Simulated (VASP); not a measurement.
Input of a VASP 6.6.1 run:

INCAR

```
  PREC = Accurate
  ENCUT = 520
  EDIFF = 1E-6
  ISMEAR = 0
  SIGMA = 0.1
  LREAL = F
  LASPH = T
  NELM = 80
  ALGO = Normal
  ISIF = 2
  LWAVE = F
  LCHARG = T
  GGA = PE
  LELF = T
  LVHAR = T
  NBANDS = 12
```

KPOINTS

```
regular mesh
0
Gamma
  18 18 18
```

POSCAR

```
Au
1.0
    0.0000000000      2.0790566514      2.0790566514
    2.0790566514      0.0000000000      2.0790566514
    2.0790566514      2.0790566514      0.0000000000
Au
1
Direct
    0.0000000000      0.0000000000      0.0000000000
```

Potentials or basis: VASP PAW PBE potentials, release 64 (Au).

Command:

```sh
$ cat potpaw_PBE.64/Au/POTCAR > POTCAR
$ mpirun -np 1 vasp_std > vasp.out
```

(1) What does it give for the pressure?

## Answers

(1) -0.3 GPa.
